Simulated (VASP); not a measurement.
# BaCd3Se4: relaxation of cell and atoms with PBE

Crystal: BaCd3Se4.

```
Ba Cd Se
1.0
     3.42747    1.97885    6.19634
    -3.42747    1.97885    6.19634
     0.00000   -3.95770    6.19634
Ba Cd Se
1 3 4
Direct
  0.50000 0.50000 0.50000
  0.00000 0.00000 0.50000
  0.50000 0.00000 0.00000
  0.00000 0.50000 0.00000
  0.50000 0.50000 0.00000
  0.00000 0.50000 0.50000
  0.50000 0.00000 0.50000
  0.00000 0.00000 0.00000
```

The cell was generated, and may not be a known phase.

| Quantity | Value |
| --- | --- |
| Program | VASP 6.6.1 |
| Task | relaxation of cell and atoms |
| Functional | PBE |
| Potentials or basis | VASP PAW PBE potentials, release 64 (Ba_sv, Cd, Se) |
| Cutoff | 600 eV |
| k mesh | 2 × 2 × 2 |
| Occupations | gaussian, width 0.15 eV |
| Spin | no spin polarisation |
| Dipole correction | no |
| Further INCAR settings | ALGO = Normal; EDIFF = 1e-07; IBRION = 2; EDIFFG = -0.08; NSW = 36; ISIF = 3 |

The relaxed volume is 25.48 Å³/atom and the relaxed cell is a = 6.862 Å, b = 6.862 Å, c = 6.862 Å, α = 55.36°, β = 55.36°, γ = 55.36°. The space group after relaxing (to 0.1 Å) is R-3m (No. 166). The energy gained by relaxing is 98.0 meV/atom and the ionic steps are 4. The pressure after relaxing is 0.1 GPa and the band gap on the k mesh is zero (bands 35 and 36 overlap by 0.20 eV).

Stress tensor (GPa, compression positive):
```
-0.09  0.00  0.00
 0.00 -0.09  0.00
 0.00  0.00  0.46
```

Step by step:
| step | energy change (eV) | largest force (eV/Å) | pressure (GPa) | volume (Å³) |
| --- | --- | --- | --- | --- |
| 1 | 0.0000 | 0.0000 | -4.44 | 252.16 |
| 2 | -0.6544 | 0.0000 | -2.18 | 221.63 |
| 3 | -0.7820 | 0.0000 | -0.32 | 206.32 |
| 4 | -0.7840 | 0.0000 | 0.09 | 203.87 |

Final structure:
```yaml
crystal:
  lattice:
    - [3.18786, 1.84051, 5.79118]
    - [-3.18786, 1.84051, 5.79118]
    - [0.00000, -3.68102, 5.79118]
  atoms:
    - { symbol: Ba, position: [0.50000, 0.50000, 0.50000] }
    - { symbol: Cd, position: [0.00000, 0.00000, 0.50000] }
    - { symbol: Cd, position: [0.50000, 0.00000, 0.00000] }
    - { symbol: Cd, position: [0.00000, 0.50000, 0.00000] }
    - { symbol: Se, position: [0.50000, 0.50000, 0.00000] }
    - { symbol: Se, position: [0.00000, 0.50000, 0.50000] }
    - { symbol: Se, position: [0.50000, 0.00000, 0.50000] }
    - { symbol: Se, position: [0.00000, 0.00000, 0.00000] }
```

Levels at points of the mesh, in eV from the Fermi level:
```
           k point  band 32  band 33  band 34  band 35  band 36  band 37
(0.00, 0.00, 0.00)    -1.19    -1.19     0.04     0.08     0.08     1.68
(0.50, 0.00, 0.00)    -2.13    -2.03    -1.51    -1.06     0.59     0.85
(0.50, 0.50, 0.00)    -1.92    -1.52    -1.29    -0.42    -0.08     0.04
(0.50, 0.50, 0.50)    -0.19     0.05     0.05     0.12     0.30     0.30
```

It took 7.6 min on 1 thread of Intel(R) Xeon(R) Platinum 8375C CPU @ 2.90GHz (Ice Lake) (shared host), peak memory 0.54 GiB.

Caveat: the k points lie up to 0.60 Å⁻¹ apart in the final cell; the volume moved by over 15 % at a fixed basis, so the end points are rough; semilocal functionals underestimate gaps, and a narrow one can read as zero; spin-orbit coupling is left out, which moves the levels of the heavy elements.
